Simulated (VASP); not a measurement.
A run of VASP 6.6.1 is set up as follows.

The input INCAR:

```
SYSTEM = GaSb
PREC = Accurate
ENCUT = 520
EDIFF = 1E-7
ISMEAR = 0
SIGMA = 0.15
LREAL = .False.
LASPH = .True.
NELM = 100
ALGO = Normal
ISIF = 2
LWAVE = .False.
LCHARG = .False.
GGA = PE
NBANDS = 16
```

Contents of KPOINTS:

```
regular mesh
0
Gamma
  16 16 16
  0 0 0
```

File POSCAR:

```
GaSb
1.0
   -2.9042500000      2.9042500000      1.6207000000
    2.9042500000     -2.9042500000      1.6207000000
    2.9042500000      2.9042500000     -1.6207000000
Ga Sb
1 1
Direct
    0.2500000000      0.7500000000      0.5000000000
    0.0000000000      0.0000000000      0.0000000000
```

Potentials or basis: VASP PAW PBE potentials, release 64 (Ga_d, Sb).

Launch:

```console
$ cat potpaw_PBE.64/Ga_d/POTCAR potpaw_PBE.64/Sb/POTCAR > POTCAR
$ mpirun -np 1 vasp_std > vasp.out
```

Question: Predict the band gap on the k mesh.

Answer: Zero (band 9 reaches 6.73 eV, above the bottom of band 10 at 2.83 eV).

Question: Estimate the pressure.

Answer: -4.7 GPa.

Stress tensor (GPa, compression positive):
```
-5.05  0.00  0.00
 0.00 -5.05  0.00
 0.00  0.00 -4.04
```

Caveat: spin-orbit coupling is left out, which moves the levels of the heavy elements.
